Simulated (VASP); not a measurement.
# MgO (Pm) in VASP: single point with PBE

Aim: the single point of MgO with PBE.

Program: VASP 6.6.1. These are calculated values, not measurements. Logs are shortened: lines on timing, memory, paths and dates and some standing lists are left out, and cuts for length are marked.

## (1) The cell of the first run

It takes space group Pm (No. 6, monoclinic). The conventional cell has a = 2.938 Å, b = 2.680 Å, c = 2.938 Å, α = 90.00°, β = 120.00°, γ = 90.00°. Within 2.2 Å of Mg (site symmetry m) lie 2 O at 1.62 Å. Within 2.2 Å of O (site symmetry m) lie 2 Mg at 1.62 Å.

## (2) Single point, PBE (atom 1 (Mg) moved by (-0.600, -0.600) A along x and y)

Contents of INCAR:

```
PREC = Accurate ; ENCUT = 750
EDIFF = 1E-6 ; ISMEAR = 0
SIGMA = 0.05 ; LREAL = F
LASPH = T ; NELM = 120
ALGO = Normal ; ISIF = 2
LWAVE = F ; LCHARG = F
GGA = PE ; NBANDS = 15
GGA_COMPAT = F
```

Contents of KPOINTS:

```
regular mesh
0
Gamma
  9 9 8
```

Contents of POSCAR:

```
MgO
1.0
    2.9380209034      0.0000000000      0.0000000000
   -1.4690104517      2.5444007392      0.0000000000
    0.0000000000      0.0000000000      2.6796800000
Mg O
1 1
Direct
   -0.3221250606     -0.2358119107      0.0000000000
    0.3333333333      0.6666666667      0.5000000000
```

Potentials or basis: VASP PAW PBE potentials, release 64 (Mg_sv, O).

The run is started by

```
> cat potpaw_PBE.64/Mg_sv/POTCAR potpaw_PBE.64/O/POTCAR > POTCAR
> mpirun -np 1 vasp_std > vasp.out
```

OUTCAR:

```text
PREC = Accurate
   ENCUT = 750
   EDIFF = 1E-6
   ISMEAR = 0
   LREAL = F
   LASPH = T
   NELM = 120
   ISIF = 2
   GGA = PE

 ion  position               nearest neighbor table
   1  0.678  0.764  0.000-   2 1.62   2 1.62
   2  0.333  0.667  0.500-   1 1.62   1 1.62

  LATTYP: Found a hexagonal cell.
 ALAT       =     2.9380209034
 C/A-ratio  =     0.9120697531

  Lattice vectors:

 A1 = (   2.9380209034,   0.0000000000,   0.0000000000)
 A2 = (  -1.4690104517,   2.5444007392,   0.0000000000)
 A3 = (   0.0000000000,   0.0000000000,   2.6796800000)

Analysis of symmetry for initial positions (statically):
=====================================================================
 Subroutine PRICEL returns:
 Original cell was already a primitive cell.

 Routine SETGRP: Setting up the symmetry group for a
 hexagonal supercell.

 Subroutine GETGRP returns: Found  2 space group operations
 (whereof  2 operations were pure point group operations)
 out of a pool of 24 trial point group operations.

The static configuration has the point symmetry C_1h.

Analysis of symmetry for dynamics (positions and initial velocities):
=====================================================================
 Subroutine PRICEL returns:
 Original cell was already a primitive cell.

 Routine SETGRP: Setting up the symmetry group for a
 hexagonal supercell.

 Subroutine GETGRP returns: Found  2 space group operations
 (whereof  2 operations were pure point group operations)
 out of a pool of 24 trial point group operations.

The dynamic configuration has the point symmetry C_1h.

 Subroutine INISYM returns: Found  2 space group operations
 (whereof  2 operations are pure point group operations),
 and found     1 'primitive' translations

----------------------------------------------------------------------------------------

                                     Primitive cell

  volume of cell :      20.0320

  direct lattice vectors                    reciprocal lattice vectors
     2.938020903  0.000000000  0.000000000     0.340365175  0.196509926  0.000000000
    -1.469010452  2.544400739  0.000000000     0.000000000  0.393019851  0.000000000
     0.000000000  0.000000000  2.679680000     0.000000000  0.000000000  0.373178887

  length of vectors
     2.938020903  2.938020903  2.679680000     0.393019851  0.393019851  0.373178887

  position of ions in fractional coordinates (direct lattice)
     0.677874939  0.764188089  0.000000000
     0.333333333  0.666666667  0.500000000

  ion indices of the primitive-cell ions
   primitive index   ion index
                 1           1
                 2           2

----------------------------------------------------------------------------------------

 KPOINTS: regular mesh

Automatic generation of k-mesh.
 Grid dimensions read from file:
 generate k-points for:    9    9    8

 Generating k-lattice:

  Cartesian coordinates                     Fractional coordinates (reciprocal lattice)
     0.037818353  0.021834436  0.000000000     0.111111111 -0.000000000  0.000000000
     0.000000000  0.043668872  0.000000000     0.000000000  0.111111111  0.000000000
     0.000000000  0.000000000  0.046647361     0.000000000  0.000000000  0.125000000

  Length of vectors
     0.043668872  0.043668872  0.046647361

  Shift w.r.t. Gamma in fractional coordinates (k-lattice)
     0.000000000  0.000000000  0.000000000

 Subroutine IBZKPT returns following result:
 ===========================================

 Found    205 irreducible k-points:

 Following reciprocal coordinates:
            Coordinates               Weight
  0.000000  0.000000  0.000000      1.000000
  0.111111 -0.000000  0.000000      2.000000
  0.000000  0.111111  0.000000      2.000000
 -0.111111  0.111111  0.000000      2.000000
  0.222222 -0.000000  0.000000      2.000000
  0.000000  0.222222  0.000000      2.000000
[... 16 lines left out ...]
  0.333333  0.111111  0.000000      2.000000
 -0.111111  0.444444  0.000000      2.000000
 [... further k-points ...]
   k-points           NKPTS =    205   k-points in BZ     NKDIM =    205   number of bands    NBANDS=     15
   number of dos      NEDOS =    301   number of ions     NIONS =      2
   total plane-waves  NPLWV =  18816
   dimension x,y,z NGX =    28 NGY =   28 NGZ =   24
   dimension x,y,z NGXF=    56 NGYF=   56 NGZF=   48
   ions per type =               1   1
   NGX,Y,Z   is equivalent  to a cutoff of  15.84, 15.84, 14.89 a.u.
   NGXF,Y,Z  is equivalent  to a cutoff of  31.69, 31.69, 29.78 a.u.
 SYSTEM =  unknown system
   PREC   = accura    normal or accurate (medium, high low for compatibility)
   ISTART =      0    job   : 0-new  1-cont  2-samecut
   ICHARG =      2    charge: 1-file 2-atom 10-const
   ISPIN  =      1    spin polarized calculation?
   LNONCOLLINEAR =      F non collinear calculations
   LSORBIT =      F    spin-orbit coupling
   LASPH  =      T    aspherical Exc in radial PAW
   ENCUT  =  750.0 eV  55.12 Ry    7.42 a.u.   6.56  6.56  5.98*2*pi/ulx,y,z
   NELM   =    120;   NELMIN=  2; NELMDL= -5     # of ELM steps
   EDIFF  = 0.1E-05   stopping-criterion for ELM
   LREAL  =      F    real-space projection
   EDIFFG = 0.1E-04   stopping-criterion for IOM
   NSW    =      0    number of steps for IOM
   IBRION =     -1    ionic relax: 0-MD 1-quasi-New 2-CG
   NFREE  =      0    steps in history (QN), initial steepest desc. (CG)
   ISIF   =      2    stress and relaxation
   ISYM   =      2    0-nonsym 1-usesym 2-fastsym
   POTIM  = 0.5000    time-step for ionic-motion
   TEBEG  =    0.0;   TEEND  =   0.0 temperature during run
   PSTRESS=    0.0 pullay stress
   NELECT =      16.0000    total number of electrons
   NUPDOWN=      -1.0000    fix difference up-down
   EMIN   =  10.00;   EMAX   =-10.00  energy-range for DOS
   EFERMI =   0.00;   METHOD = LEGACY
   ISMEAR =     0;   SIGMA  =   0.05  broadening in eV -4-tet -1-fermi 0-gaus
   EFERMI_NEDOS =   21; number of points for ismear=-14 and -15
   IALGO  =     38    algorithm
   IMIX   =      4    mixing-type and parameters
     AMIX     =   0.40;   BMIX     =  1.00
     AMIX_MAG =   1.60;   BMIX_MAG =  1.00
  volume/ion in A,a.u.               =      10.02        67.59
  Fermi-wavevector in a.u.,A,eV,Ry     =   1.518939  2.870379 31.391038  2.307176
  Thomas-Fermi vector in A             =   2.627992
   LORBIT       =      0    0 simple, 1 ext, 2 COOP (PROOUT), +10 PAW based schemes
   GGA     = PE    functional components
   LHFCALC =     F    Hartree Fock is set to
   AEXX    =    0.0000 exact exchange contribution
   IVDW    =     0    specifies the selected vdW correction
   LEPSILON=     F    determine dielectric tensor
   LRPA    =     F    only Hartree local field effects (RPA)
 non-spin polarized calculation
 Gauss-broadening in eV      SIGMA  =   0.05
  energy-cutoff  :      750.00
  volume of cell :       20.03
 maximum number of plane-waves:       960
   NGX = 13   NGY = 13   NGZ = 11

 number of electron      16.0000002 magnetization

 Free energy of the ion-electron system (eV)
  ---------------------------------------------------
  ext. energy  EPLUGINS =         0.00000000
  ---------------------------------------------------
  free energy    TOTEN  =        -8.52462027 eV

  energy without entropy =       -8.52462027  energy(sigma->0) =       -8.52462027

 E-fermi :   3.2473     XC(G=0): -10.7944

 val. band max:        2.8420910162   @ k =   0.0000   0.0000   0.5000
 cond. band min:       5.3717227629   @ k =   0.0000   0.0000   0.0000
 fundamental gap:      2.5296317468
 Fermi energy:         3.2472896715

 k-point     1 :       0.0000    0.0000    0.0000
  band No.  band energies     occupation
      1     -69.6770      2.00000
      2     -36.4659      2.00000
      3     -36.4261      2.00000
      4     -36.3617      2.00000
      5     -14.6679      2.00000
      6       1.6894      2.00000
      7       1.7679      2.00000
      8       2.4025      2.00000
      9       5.3717      0.00000
     10      16.3657      0.00000
     11      18.8477      0.00000
     12      19.0576      0.00000
     13      20.6265      0.00000
     14      22.8349      0.00000
     15      26.3568      0.00000

 k-point     2 :       0.1111   -0.0000    0.0000
  band No.  band energies     occupation
      1     -69.6760      2.00000
      2     -36.4690      2.00000
      3     -36.4338      2.00000
      4     -36.3605      2.00000
      5     -14.5628      2.00000
      6       1.0654      2.00000
      7       1.7844      2.00000
      8       2.2758      2.00000
      9       6.0047      0.00000
     10      15.7994      0.00000
     11      17.5978      0.00000
     12      19.2777      0.00000
     13      22.7698      0.00000
     14      23.4246      0.00000
     15      26.6081      0.00000

 k-point     3 :       0.0000    0.1111    0.0000
  band No.  band energies     occupation
      1     -69.6760      2.00000
      2     -36.4736      2.00000
      3     -36.4278      2.00000
      4     -36.3608      2.00000
      5     -14.5718      2.00000
      6       1.3064      2.00000
      7       1.8054      2.00000
      8       1.9080      2.00000
      9       6.2245      0.00000
     10      15.6758      0.00000
     11      17.5078      0.00000
     12      20.2143      0.00000
     13      21.9844      0.00000
     14      22.5698      0.00000
     15      26.5136      0.00000

 k-point     4 :      -0.1111    0.1111    0.0000
  band No.  band energies     occupation
      1     -69.6760      2.00000
      2     -36.4693      2.00000
      3     -36.4330      2.00000
      4     -36.3606      2.00000
      5     -14.5654      2.00000
      6       1.1376      2.00000
      7       1.7915      2.00000
      8       2.1404      2.00000
      9       6.1063      0.00000
     10      16.1419      0.00000
     11      16.7727      0.00000
     12      20.2813      0.00000
     13      22.6127      0.00000
     14      22.6517      0.00000
     15      26.3174      0.00000
[... 307 lines left out ...]
 k-point    22 :       0.3333   -0.1111    0.0000
  band No.  band energies     occupation
      1     -69.6722      2.00000
      2     -36.4839      2.00000
      3     -36.4708      2.00000
      4     -36.3549      2.00000
      5     -14.0541      2.00000
      6      -0.8259      2.00000
      7       1.6648      2.00000
      8       1.8534      2.00000
      9       8.0707      0.00000
     10      12.9067      0.00000
     11      18.2908      0.00000
     12      21.2836      0.00000
     13      22.6340      0.00000
     14      26.1607      0.00000
     15      27.9146      0.00000

 k-point    23 :       0.3333    0.1111    0.0000
  band No.  band energies     occupation
      1     -69.6702      2.00000
      2     -36.5119      2.00000
      3     -36.4676      2.00000
      4     -36.3525      2.00000
      5     -13.7740      2.00000
      6      -1.5721      2.00000
      7       1.2607      2.00000
      8       1.9287      2.00000
      9       9.1181      0.00000
     10      12.2436      0.00000
     11      18.6936      0.00000
     12      20.9244      0.00000
     13      22.3992      0.00000
     14      26.6353      0.00000
     15      27.0316      0.00000

 k-point    24 :      -0.1111    0.4444    0.0000
  band No.  band energies     occupation
      1     -69.6705      2.00000
      2     -36.5238      2.00000
      3     -36.4469      2.00000
      4     -36.3543      2.00000
      5     -13.8383      2.00000
      6      -1.3406      2.00000
      7       0.8679      2.00000
      8       2.0633      2.00000
      9      10.2067      0.00000
     10      12.1683      0.00000
     11      17.3627      0.00000
     12      20.8771      0.00000
     13      21.1399      0.00000
     14      26.0994      0.00000
     15      26.8987      0.00000

 [... further k-points ...]
[... 5 lines left out ...]
  --------------------------------------------------------------------------------------
  -------------------------------------------------------------------------------------
  Total        6.7600971      2.0797043     16.3106936      1.6490867      0.0000000      0.0000000
  in kB      540.6798515    166.3369937   1304.5468563    131.8957280      0.0000000      0.0000000
  external PRESSURE =     670.5212338 kB  Pullay stress =       0.0000000 kB

 VOLUME and BASIS-vectors are now :
 -----------------------------------------------------------------------------
  energy-cutoff  :      750.00
  volume of cell :       20.03
      direct lattice vectors                 reciprocal lattice vectors
     2.938020903  0.000000000  0.000000000     0.340365175  0.196509926  0.000000000
    -1.469010452  2.544400739  0.000000000     0.000000000  0.393019851  0.000000000
     0.000000000  0.000000000  2.679680000     0.000000000  0.000000000  0.373178887

 POSITION                                       TOTAL-FORCE (eV/Angst)
 -----------------------------------------------------------------------------------
      0.86901      1.94440      0.00000         8.933713      2.546694      0.000000
     -0.00000      1.69627      1.33984        -8.933713     -2.546694      0.000000
 -----------------------------------------------------------------------------------
    total drift:                                0.000598     -0.000495     -0.000000

  FREE ENERGIE OF THE ION-ELECTRON SYSTEM (eV)
  ---------------------------------------------------
  free  energy   TOTEN  =        -8.5246202727 eV

  energy  without entropy=       -8.5246202727  energy(sigma->0) =       -8.52462027
```

Wall time 66 s (1 thread of Intel Xeon Platinum 8488C (Sapphire Rapids), shared host); peak memory 0.22 GiB.

What came out:

```
Free energy            : -8.5246 eV
Pressure               : 67.1 GPa
Largest force          : 9.290 eV/Å
Band gap on the k mesh : 2.53 eV (least direct gap 2.97 eV)
```

Forces on the atoms (eV/Å):
```
Mg   8.934  2.547  0.000
O   -8.934 -2.547  0.000
```

Caveat: the cell differs from its parent crystal (atom 1 (Mg) moved by (-0.600, -0.600) A along x and y); the cell stands under pressure; an odd mesh through Γ misses points on the zone boundary, where band edges can lie; forces of over 1 eV/Å act on the atoms, so gaps and moduli don't describe the material at rest.
